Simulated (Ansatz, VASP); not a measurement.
**One calculation of BeCdCu3, two programs**

```
CELL_PARAMETERS angstrom
4.70202 0.00000 0.00000
-2.35101 4.07207 0.00000
0.00000 0.00000 4.75472
ATOMIC_POSITIONS crystal
Be 0.00000 0.00000 0.50000
Cd 0.00000 0.00000 0.00000
Cu 0.50000 0.00000 0.50000
Cu 0.50000 0.50000 0.50000
Cu 0.00000 0.50000 0.50000
```

Alike in both runs: task relaxation of cell and atoms; functional PBE; k mesh 12 × 12 × 8; occupations gaussian, width 0.1 eV; no spin polarisation.

|  | VASP | Ansatz |
| --- | --- | --- |
| version | VASP 6.6.1 | Ansatz 0.2.0 |
| potentials or method | VASP PAW PBE potentials, release 64 (Be, Cd, Cu), cutoff 600 eV | scalar-relativistic, plane waves, PAW |
| valence electrons in the cell | 47 | 79 |

|  | VASP | Ansatz | Ansatz less VASP |
| --- | --- | --- | --- |
| gap on the k mesh at the Fermi level, each at its own relaxed structure (eV) | none | none | - |
| relaxed volume (Å³/atom) | 18.46 | 18.36 | -0.100 |
| relaxed cell length with the largest relative difference (Å) | 4.753 | 4.745 | -0.0086 |

A gap of «none» marks a metal or a gap that the smearing closes. VASP's potentials hold 47 valence electrons a cell and Ansatz's 79, so a difference there can come from the potentials and not from the codes.
